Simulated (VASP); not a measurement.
Write the native input for VASP 6.6.1 that does the following.

```
Task                   : single point
Functional             : LDA
Potentials or basis    : VASP PAW LDA potentials, release 64 (Al, N)
Cutoff                 : 520 eV
k mesh                 : 8 × 8 × 6
Occupations            : gaussian, width 0.05 eV
Spin                   : no spin polarisation
Dipole correction      : no
Further INCAR settings : ALGO = Normal; EDIFF = 1e-06; NBANDS = 16
```

The structure of AlN lies in POSCAR:

```
AlN
1.0
    0.0000000000     -2.0390123106     -2.0390123106
    0.0000000000      2.0390123106     -2.0390123106
    4.0780246211      0.0000000000      0.0000000000
Al N
2 2
Direct
    0.5055845862      0.4944154138      0.0000000000
   -0.0055845862      0.0055845862      0.5000000000
    0.4977127899      0.5022872101      0.5000000000
    0.0022872101      0.9977127899      0.0000000000
```

These files were run (other wordings do the same):

INCAR

```
SYSTEM = AlN
  PREC = Accurate
  ENCUT = 520
  EDIFF = 1E-6
  ISMEAR = 0
  SIGMA = 0.05
  LREAL = .FALSE.
  LASPH = .TRUE.
  NELM = 100
  ALGO = Normal
  ISIF = 2
  LWAVE = .FALSE.
  LCHARG = .FALSE.
  NBANDS = 16
```

KPOINTS

```
Automatic mesh
0
G
  8 8 6
  0 0 0
```

Potentials or basis: VASP PAW LDA potentials, release 64 (Al, N).

The run is started by

```sh
$ cat potpaw_LDA.64/Al/POTCAR potpaw_LDA.64/N/POTCAR > POTCAR
$ mpirun -np 1 vasp_std > vasp.out
```

Results of the run:

```yaml
Pressure: -12.0 GPa
Largest_force: 0.219 eV/Å
Band_gap_on_the_k_mesh: 4.21 eV
```

Wall time 11 s on 1 thread of Intel(R) Xeon(R) 6975P-C (Granite Rapids), with other jobs on the host, peak memory 0.15 GiB.
